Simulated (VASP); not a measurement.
A run of VASP 6.6.1 is set up as follows.

The input INCAR:

```
SYSTEM = SrO
PREC     = Accurate       ! precision mode
ENCUT    = 520            ! plane-wave cutoff, eV
EDIFF    = 1E-6           ! SCF threshold, eV
ISMEAR   = 0              ! smearing method
SIGMA    = 0.01           ! smearing width, eV
LREAL    = .False.        ! projectors in reciprocal space
LASPH    = .True.         ! aspherical terms in the spheres
NELM     = 80             ! most SCF steps
ALGO     = Normal         ! electronic algorithm
ISIF     = 2              ! what is computed and relaxed
LWAVE    = .False.        ! write WAVECAR
LCHARG   = .True.         ! write CHGCAR
GGA      = CA             ! functional
LELF     = .True.         ! ELF
LVHAR    = .True.       
NBANDS   = 15             ! bands
```

The input KPOINTS:

```
Automatic mesh
0
Gamma
  8 8 8
  0 0 0
```

POSCAR

```
SrO
1.0
    0.0000000000      2.5321975707      2.5321975707
    2.5321975707      0.0000000000      2.5321975707
    2.5321975707      2.5321975707      0.0000000000
Sr O
1 1
Direct
    0.5000000000      0.5000000000      0.5000000000
    0.0000000000      0.0000000000      0.0000000000
```

Potentials or basis: VASP PAW LDA potentials, release 64 (Sr_sv, O).

The run is started by

```sh
$ cat potpaw_LDA.64/Sr_sv/POTCAR potpaw_LDA.64/O/POTCAR > POTCAR
$ mpirun -np 1 vasp_std > vasp.out
```

(1) Estimate the pressure.

(2) Estimate the band gap on the k mesh.

Results:

(1) 0.8 GPa.

(2) 3.06 eV, indirect (least direct gap 3.11 eV).
